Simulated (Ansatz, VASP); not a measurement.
**One calculation of PbS, two programs**

INCAR

```
PREC = Accurate ; ENCUT = 520
EDIFF = 1E-6 ; ISMEAR = -1
SIGMA = 0.05 ; LREAL = False
LASPH = True ; NELM = 60
ALGO = Normal ; ISIF = 2
LWAVE = False ; LCHARG = False
GGA = PE ; NBANDS = 17
```

The input KPOINTS:

```
Automatic mesh
0
Gamma
  8 8 7
```

The input POSCAR:

```
PbS
1.0
    4.0896976867      0.0000000000      0.0000000000
   -2.0448488433      3.5417820905      0.0000000000
    0.0000000000      0.0000000000      3.7881670000
Pb S
1 1
Direct
    0.0000000000      0.0000000000      0.0000000000
    0.6666666667      0.3333333333      0.5000000000
```

Contents of input.yaml:

```yaml
crystal:
  lattice:
    - [4.0896976867, 0.0, 0.0]
    - [-2.0448488433, 3.5417820905, 0.0]
    - [0.0, 0.0, 3.788167]
  atoms:
    - { symbol: Pb, position: [0.0, 0.0, 0.0] }
    - { symbol: S, position: [0.6666666667, 0.3333333333, 0.5] }
hamiltonian:
  xc: pbe
  pseudopotentials: { kind: paw }
kpoints:
  mp_grid: { grid: [8, 8, 7] }
  band_path:
    path:
      - [[0.0, 0.0, 0.0], [0.5, 0.0, 0.0], [0.3333333333, 0.3333333333, 0.0], [0.0, 0.0, 0.0], [0.0, 0.0, 0.5], [0.5, 0.0, 0.5], [0.3333333333, 0.3333333333, 0.5], [0.0, 0.0, 0.5]]
      - [[0.5, 0.0, 0.5], [0.5, 0.0, 0.0]]
      - [[0.3333333333, 0.3333333333, 0.0], [0.3333333333, 0.3333333333, 0.5]]
    npoints: 14
scf:
  occupations: { method: fermi_dirac, width: 0.05 }
  n_extra_bands: 6
output:
  forces: true
  stress: true
  eigenvalues: true
  fatbands: false
```

Alike in both runs: functional PBE; k mesh 8 × 8 × 7; occupations fermi-dirac, width 0.05 eV; no spin polarisation.

```csv
,VASP,Ansatz
version,VASP 6.6.1,Ansatz 0.2.0
potentials or method,"VASP PAW PBE potentials, release 64 (Pb_d, S)",Ansatz PAW
plane-wave cutoff (eV),520,420
valence electrons in the cell,20,20
task,single point,band structure
```

|  | VASP | Ansatz | Ansatz less VASP |
| --- | --- | --- | --- |
| pressure (GPa) | 0.0 | 0.0 | +0.07 |

The functional is the same, so the differences come from potentials, cutoffs and numerics.

Neither program's run includes spin-orbit coupling.
